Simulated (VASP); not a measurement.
# Na2TlGaF6 (I4/m) in VASP: single point with PBEsol

Aim: the single point of Na2TlGaF6 with PBEsol.

All numbers are computed with VASP 6.6.1; they aren't measurements. Logs are shortened: lines on timing, memory, paths and dates and some standing lists are left out, and cuts for length are marked.

## (1) The cell of the first run

The structure is tetragonal, space group I4/m (No. 87). The conventional cell has a = 5.998 Å, b = 5.998 Å, c = 8.730 Å, α = 90.00°, β = 90.00°, γ = 90.00°. Na (site symmetry -4) has 8 F at 2.55 to 3.01 Å within 3.4 Å. Tl (site symmetry 4/m) has 6 F at 2.48 to 2.70 Å within 3.3 Å. Ga (site symmetry 4/m) has 6 F at 1.89 to 1.91 Å within 2.5 Å. F (site symmetry m) has 1 Ga at 1.91 Å and 2 Na at 2.55 Å and 5 F at 2.62 to 2.70 Å and 1 Tl at 2.70 Å within 2.7 Å. Within 2.5 Å of F (site symmetry 4) lie 1 Ga at 1.89 Å and 1 Tl at 2.48 Å.

## (2) Single point, PBEsol (atoms displaced along a vibrational mode, then relaxed in part)

File INCAR:

```
SYSTEM = Na2TlGaF6
  ALGO = Fast
  EDIFF = 1E-6
  ENCUT = 520
  GGA = PS
  ISIF = 2
  ISMEAR = 0
  LASPH = .TRUE.
  LCHARG = .FALSE.
  LREAL = .FALSE.
  LWAVE = .FALSE.
  NBANDS = 52
  NELM = 100
  PREC = Accurate
  SIGMA = 0.05
```

File KPOINTS:

```
k-points
0
G
  6 6 6
  0 0 0
```

File POSCAR:

```
Na2TlGaF6
1.0
    0.0000000000      4.3649020597      4.2412052426
    4.2412052426      0.0000000000      4.2412052426
    4.2412052426      4.3649020597      0.0000000000
Na Tl Ga F
2 1 1 6
Direct
    0.7500000000      0.7500000000      0.7500000000
    0.2500000000      0.2500000000      0.2500000000
    0.5000000000      0.5000000000      0.5000000000
    0.0000000000      0.0000000000      0.0000000000
    0.6967377836      0.0952822908      0.3032622164
    0.0952822908      0.3032622164      0.9047177092
    0.3032622164      0.9047177092      0.6967377836
    0.2162385070      0.7837614930      0.2162385070
    0.7837614930      0.2162385070      0.7837614930
    0.9047177092      0.6967377836      0.0952822908
```

Potentials or basis: VASP PAW PBE potentials, release 64 (Na_pv, Tl_d, Ga_d, F).

Command:

```console
$ cat potpaw_PBE.64/Na_pv/POTCAR potpaw_PBE.64/Tl_d/POTCAR potpaw_PBE.64/Ga_d/POTCAR potpaw_PBE.64/F/POTCAR > POTCAR
$ mpirun -np 1 vasp_std > vasp.out
```

OUTCAR:

```text
SYSTEM = Na2TlGaF6
   EDIFF = 1E-6
   ENCUT = 520
   GGA = PS
   ISIF = 2
   ISMEAR = 0
   LASPH = .TRUE.
   LREAL = .FALSE.
   NELM = 100
   PREC = Accurate

 ion  position               nearest neighbor table
   1  0.750  0.750  0.750-
   2  0.250  0.250  0.250-
   3  0.500  0.500  0.500-   8 2.48   9 2.48   7 2.70   5 2.70   6 2.70  10 2.70
   4  0.000  0.000  0.000-   8 1.89   9 1.89   7 1.91   5 1.91   6 1.91  10 1.91
   5  0.697  0.095  0.303-   4 1.91   3 2.70
   6  0.095  0.303  0.905-   4 1.91   3 2.70
   7  0.303  0.905  0.697-   4 1.91   3 2.70
   8  0.216  0.784  0.216-   4 1.89   3 2.48
   9  0.784  0.216  0.784-   4 1.89   3 2.48
  10  0.905  0.697  0.095-   4 1.91   3 2.70

  LATTYP: Found a body centered tetragonal cell.
 ALAT       =     5.9979699749
 C/A-ratio  =     1.4554597899

  Lattice vectors:

 A1 = (   0.0000000000,  -4.3649020597,   4.2412052426)
 A2 = (   0.0000000000,  -4.3649020597,  -4.2412052426)
 A3 = (   4.2412052426,   4.3649020597,   0.0000000000)

Analysis of symmetry for initial positions (statically):
=====================================================================
 Subroutine PRICEL returns:
 Original cell was already a primitive cell.

 Routine SETGRP: Setting up the symmetry group for a
 body centered tetragonal supercell.

 Subroutine GETGRP returns: Found  8 space group operations
 (whereof  8 operations were pure point group operations)
 out of a pool of 16 trial point group operations.

The static configuration has the point symmetry C_4h.

Analysis of symmetry for dynamics (positions and initial velocities):
=====================================================================
 Subroutine PRICEL returns:
 Original cell was already a primitive cell.

 Routine SETGRP: Setting up the symmetry group for a
 body centered tetragonal supercell.

 Subroutine GETGRP returns: Found  8 space group operations
 (whereof  8 operations were pure point group operations)
 out of a pool of 16 trial point group operations.

The dynamic configuration has the point symmetry C_4h.

 Subroutine INISYM returns: Found  8 space group operations
 (whereof  8 operations are pure point group operations),
 and found     1 'primitive' translations

----------------------------------------------------------------------------------------

                                     Primitive cell

  volume of cell :     157.0302

  direct lattice vectors                    reciprocal lattice vectors
     0.000000000  4.364902060  4.241205243    -0.117891017  0.114550107  0.117891017
     4.241205243  0.000000000  4.241205243     0.117891017 -0.114550107  0.117891017
     4.241205243  4.364902060  0.000000000     0.117891017  0.114550107 -0.117891017

  length of vectors
     6.086065387  5.997969975  6.086065387     0.202282750  0.202282750  0.202282750

  position of ions in fractional coordinates (direct lattice)
     0.750000000  0.750000000  0.750000000
     0.250000000  0.250000000  0.250000000
     0.500000000  0.500000000  0.500000000
     0.000000000  0.000000000  0.000000000
     0.696737784  0.095282291  0.303262216
     0.095282291  0.303262216  0.904717709
     0.303262216  0.904717709  0.696737784
     0.216238507  0.783761493  0.216238507
     0.783761493  0.216238507  0.783761493
     0.904717709  0.696737784  0.095282291

  ion indices of the primitive-cell ions
   primitive index   ion index
                 1           1
                 2           2
                 3           3
                 4           4
                 5           5
                 6           6
                 7           7
                 8           8
                 9           9
                10          10

----------------------------------------------------------------------------------------

 KPOINTS: k-points

Automatic generation of k-mesh.
 Grid dimensions read from file:
 generate k-points for:    6    6    6

 Generating k-lattice:

  Cartesian coordinates                     Fractional coordinates (reciprocal lattice)
    -0.019648503  0.019091685  0.019648503     0.166666667  0.000000000  0.000000000
     0.019648503 -0.019091685  0.019648503     0.000000000  0.166666667  0.000000000
     0.019648503  0.019091685 -0.019648503     0.000000000  0.000000000  0.166666667

  Length of vectors
     0.033713792  0.033713792  0.033713792

  Shift w.r.t. Gamma in fractional coordinates (k-lattice)
     0.000000000  0.000000000  0.000000000

 Subroutine IBZKPT returns following result:
 ===========================================

 Found     36 irreducible k-points:

 Following reciprocal coordinates:
            Coordinates               Weight
  0.000000  0.000000  0.000000      1.000000
  0.166667  0.000000 -0.000000      8.000000
  0.333333  0.000000 -0.000000      8.000000
  0.500000  0.000000 -0.000000      4.000000
  0.166667  0.166667  0.000000      4.000000
  0.333333  0.166667 -0.000000      8.000000
[... 16 lines left out ...]
  0.500000  0.333333  0.166667      8.000000
 -0.333333  0.333333  0.166667      8.000000
 [... further k-points ...]
   k-points           NKPTS =     36   k-points in BZ     NKDIM =     36   number of bands    NBANDS=     52
   number of dos      NEDOS =    301   number of ions     NIONS =     10
   total plane-waves  NPLWV = 110592
   dimension x,y,z NGX =    48 NGY =   48 NGZ =   48
   dimension x,y,z NGXF=    96 NGYF=   96 NGZF=   96
   ions per type =               2   1   1   6
   NGX,Y,Z   is equivalent  to a cutoff of  13.11, 13.30, 13.11 a.u.
   NGXF,Y,Z  is equivalent  to a cutoff of  26.22, 26.61, 26.22 a.u.
 SYSTEM =  Na2TlGaF6
   PREC   = accura    normal or accurate (medium, high low for compatibility)
   ISTART =      0    job   : 0-new  1-cont  2-samecut
   ICHARG =      2    charge: 1-file 2-atom 10-const
   ISPIN  =      1    spin polarized calculation?
   LNONCOLLINEAR =      F non collinear calculations
   LSORBIT =      F    spin-orbit coupling
   LASPH  =      T    aspherical Exc in radial PAW
   ENCUT  =  520.0 eV  38.22 Ry    6.18 a.u.  11.32 11.15 11.32*2*pi/ulx,y,z
   NELM   =    100;   NELMIN=  2; NELMDL= -5     # of ELM steps
   EDIFF  = 0.1E-05   stopping-criterion for ELM
   LREAL  =      F    real-space projection
   EDIFFG = 0.1E-04   stopping-criterion for IOM
   NSW    =      0    number of steps for IOM
   IBRION =     -1    ionic relax: 0-MD 1-quasi-New 2-CG
   NFREE  =      0    steps in history (QN), initial steepest desc. (CG)
   ISIF   =      2    stress and relaxation
   ISYM   =      2    0-nonsym 1-usesym 2-fastsym
   POTIM  = 0.5000    time-step for ionic-motion
   TEBEG  =    0.0;   TEEND  =   0.0 temperature during run
   PSTRESS=    0.0 pullay stress
   NELECT =      82.0000    total number of electrons
   NUPDOWN=      -1.0000    fix difference up-down
   EMIN   =  10.00;   EMAX   =-10.00  energy-range for DOS
   EFERMI =   0.00;   METHOD = LEGACY
   ISMEAR =     0;   SIGMA  =   0.05  broadening in eV -4-tet -1-fermi 0-gaus
   EFERMI_NEDOS =   21; number of points for ismear=-14 and -15
   IALGO  =     68    algorithm
   IMIX   =      4    mixing-type and parameters
     AMIX     =   0.40;   BMIX     =  1.00
     AMIX_MAG =   1.60;   BMIX_MAG =  1.00
  volume/ion in A,a.u.               =      15.70       105.97
  Fermi-wavevector in a.u.,A,eV,Ry     =   1.318313  2.491250 23.646222  1.737948
  Thomas-Fermi vector in A             =   2.448291
   LORBIT       =      0    0 simple, 1 ext, 2 COOP (PROOUT), +10 PAW based schemes
   GGA     = PS    functional components
   LHFCALC =     F    Hartree Fock is set to
   AEXX    =    0.0000 exact exchange contribution
   IVDW    =     0    specifies the selected vdW correction
   LEPSILON=     F    determine dielectric tensor
   LRPA    =     F    only Hartree local field effects (RPA)
 non-spin polarized calculation
 RMM-DIIS sequential band-by-band and
 Gauss-broadening in eV      SIGMA  =   0.05
  energy-cutoff  :      520.00
  volume of cell :      157.03
 maximum number of plane-waves:      4249
 NGX is ok and might be reduce to    48
   NGX = 23   NGY = 23   NGZ = 23

 number of electron      81.9999998 magnetization

 Free energy of the ion-electron system (eV)
  ---------------------------------------------------
  ext. energy  EPLUGINS =         0.00000000
  ---------------------------------------------------
  free energy    TOTEN  =       -44.92018168 eV

  energy without entropy =      -44.92018168  energy(sigma->0) =      -44.92018168

 E-fermi :   0.4923     XC(G=0):  -8.9743

 val. band max:        0.2132169496   @ k =   0.5000   0.0000   0.5000
 cond. band min:       4.2927540206   @ k =   0.5000   0.0000  -0.0000
 fundamental gap:      4.0795370709
 Fermi energy:         0.4922751251

 k-point     1 :       0.0000    0.0000    0.0000
  band No.  band energies     occupation
      1     -21.8563      2.00000
      2     -21.7790      2.00000
      3     -21.7758      2.00000
      4     -21.7758      2.00000
      5     -21.7644      2.00000
      6     -21.7644      2.00000
[... 44 lines left out ...]
     51      11.4983      0.00000
     52      11.5804      0.00000

 k-point     2 :       0.1667    0.0000   -0.0000
  band No.  band energies     occupation
      1     -21.8742      2.00000
      2     -21.7771      2.00000
      3     -21.7749      2.00000
      4     -21.7666      2.00000
      5     -21.7647      2.00000
      6     -21.7578      2.00000
[... 44 lines left out ...]
     51      11.0523      0.00000
     52      11.7683      0.00000
[... 1153 lines left out ...]
     51      11.3208      0.00000
     52      11.5805      0.00000

 k-point    24 :      -0.3333    0.3333    0.1667
  band No.  band energies     occupation
      1     -21.9031      2.00000
      2     -21.7905      2.00000
      3     -21.7701      2.00000
      4     -21.7619      2.00000
      5     -21.7492      2.00000
      6     -21.7446      2.00000
[... 44 lines left out ...]
     51      11.7020      0.00000
     52      12.0416      0.00000

 [... further k-points ...]

------------------------ aborting loop because EDIFF is reached ----------------------------------------

  FORCE on cell =-STRESS in cart. coord.  units (eV):
  Direction    XX          YY          ZZ          XY          YZ          ZX
  --------------------------------------------------------------------------------------
  -------------------------------------------------------------------------------------
  Total       -0.0113877      0.0355133     -0.0113877      0.0000000      0.0000000     -0.0000015
  in kB       -0.1161883      0.3623419     -0.1161883      0.0000000      0.0000000     -0.0000151
  external PRESSURE =       0.0433218 kB  Pullay stress =       0.0000000 kB

 VOLUME and BASIS-vectors are now :
 -----------------------------------------------------------------------------
  energy-cutoff  :      520.00
  volume of cell :      157.03
      direct lattice vectors                 reciprocal lattice vectors
     0.000000000  4.364902060  4.241205243    -0.117891017  0.114550107  0.117891017
     4.241205243  0.000000000  4.241205243     0.117891017 -0.114550107  0.117891017
     4.241205243  4.364902060  0.000000000     0.117891017  0.114550107 -0.117891017

 POSITION                                       TOTAL-FORCE (eV/Angst)
 -----------------------------------------------------------------------------------
      6.36181      6.54735      6.36181        -0.000000      0.000000      0.000000
      2.12060      2.18245      2.12060         0.000000      0.000000      0.000000
      4.24121      4.36490      4.24121         0.000000      0.000000      0.000000
      0.00000      0.00000      0.00000         0.000000      0.000000      0.000000
      1.69031      4.36490      3.35912         0.068764      0.000000     -0.031682
      5.12329      4.36490      1.69031         0.031682      0.000000      0.068764
      6.79210      4.36490      5.12329        -0.068764      0.000000      0.031682
      4.24121      1.88772      4.24121         0.000000      0.078223      0.000000
      4.24121      6.84208      4.24121         0.000000     -0.078223      0.000000
      3.35912      4.36490      6.79210        -0.031682      0.000000     -0.068764
 -----------------------------------------------------------------------------------
    total drift:                               -0.000000     -0.000000     -0.000000

  FREE ENERGIE OF THE ION-ELECTRON SYSTEM (eV)
  ---------------------------------------------------
  free  energy   TOTEN  =       -44.9201816781 eV

  energy  without entropy=      -44.9201816781  energy(sigma->0) =      -44.92018168
```

Run time: 6 min. Hardware: 1 thread of Intel Xeon Platinum 8488C (Sapphire Rapids), shared host; peak memory 0.49 GiB.

Results:

```yaml
Free_energy: -44.9202 eV
Pressure: 0.0 GPa
Largest_force: 0.078 eV/Å
Band_gap_on_the_k_mesh: 4.08 eV (least direct gap 4.40 eV)
```

Forces on the atoms (eV/Å):
```
Na   0.000  0.000  0.000
Na   0.000  0.000  0.000
Tl   0.000  0.000  0.000
Ga   0.000  0.000  0.000
F    0.069  0.000 -0.032
F    0.032  0.000  0.069
F   -0.069  0.000  0.032
F    0.000  0.078  0.000
F    0.000 -0.078  0.000
F   -0.032  0.000 -0.069
```

Caveat: the cell differs from its parent crystal (atoms displaced along a vibrational mode, then relaxed in part); the PAW data sets were made with another functional, which shifts forces and pressure a little; spin-orbit coupling is left out, which moves the levels of the heavy elements. A k mesh can miss the band edges.
